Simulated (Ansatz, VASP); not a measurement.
**One calculation of Al2Cu, two programs**

```
Al Cu
1.0
    -3.01314    3.01314    2.42213
     3.01314   -3.01314    2.42213
     3.01314    3.01314   -2.42213
Al Cu
4 2
Direct
  0.65810 0.15810 0.81620
  0.15810 0.34190 0.50000
  0.34190 0.84190 0.18380
  0.84190 0.65810 0.50000
  0.25000 0.25000 0.00000
  0.75000 0.75000 0.00000
```

Change from the starting cell: volume scaled by 0.98, ions relaxed.

Alike in both runs: functional PBE; k mesh 12 × 12 × 12; occupations fermi-dirac, width 0.05 eV; no spin polarisation.

Ansatz relaxed the structure, and its values are those at the end. VASP's run is a single point on that final structure, the one shown.

|  | VASP | Ansatz |
| --- | --- | --- |
| version | VASP 6.6.1 | Ansatz 0.2.0 |
| potentials or method | VASP PAW PBE potentials, release 64 (Al, Cu) | plane-wave PAW, scalar-relativistic |
| plane-wave cutoff (eV) | 520 | 420 |
| valence electrons in the cell | 34 | 50 |

```csv
,VASP,Ansatz,Ansatz less VASP
pressure (GPa),1.9,1.8,-0.15
```

VASP's potentials hold 34 valence electrons a cell and Ansatz's 50, so a difference there can come from the potentials and not from the codes. Ansatz's warnings: stress scf threshold loose.
